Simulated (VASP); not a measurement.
The system is In2GeS2.

```
In Ge S
1.0
     3.91872    0.00000    0.00000
    -1.95936    3.39371    0.00000
     0.00000    0.00000    9.56832
In Ge S
2 1 2
Direct
  0.33333 0.66667 0.34534
  0.66667 0.33333 0.65466
  0.00000 0.00000 0.50000
  0.33333 0.66667 0.84441
  0.66667 0.33333 0.15559
```

The cell was built from a structure type or drawn by symmetry, and may not be a known phase.

* Program: VASP 6.6.1
* Task: relaxation of cell and atoms
* Functional: PBE
* Potentials or basis: VASP PAW PBE potentials, release 64 (In_d, Ge_d, S)
* Cutoff: 600 eV
* k mesh: 6 × 6 × 2
* Occupations: gaussian, width 0.1 eV
* Spin: no spin polarisation

At the start: pressure -1.5 GPa; volume 25.45 Å³/atom.

Q: How do energy, volume and symmetry change on relaxing?

A: Over 13 steps the energy falls by 453.6 meV/atom and the volume is 25.98 Å³/atom (+2.1 %); space group P-3m1 (No. 164, to 0.1 Å) before and after.

The path:
```
step  energy change (eV)  largest force (eV/Å)  pressure (GPa)  volume (Å³)
   1              0.0000                3.5036           -1.46       127.25
   2             -1.3758                2.3423           -0.12       122.96
   3             -1.8099                0.7692            3.23       119.18
   4             -2.0208                0.3249           -0.58       128.35
   5             -2.0332                0.2065           -1.57       131.67
   6             -2.1452                0.3154           -0.19       129.88
   7             -2.1891                0.6899            1.61       127.74
   8             -2.2405                0.4785            0.91       129.70
   9             -2.2431                0.4565            0.71       130.27
  10             -2.2604                0.1914           -0.30       131.45
  11             -2.2610                0.1288           -0.53       131.74
  12             -2.2655                0.0813           -0.30       130.77
  13             -2.2678                0.0356           -0.10       129.88
```

Final structure:
```
In Ge S
1.0
     3.80360    0.00000    0.00000
    -1.90180    3.29402    0.00000
     0.00000    0.00000   10.36617
In Ge S
2 1 2
Direct
  0.33333 0.66667 0.29199
  0.66667 0.33333 0.70801
  0.00000 0.00000 0.50000
  0.33333 0.66667 0.83139
  0.66667 0.33333 0.16861
```

Caveat: this functional lacks dispersion, which binds the layers, so the pressure and a relaxed spacing across them are unreliable.
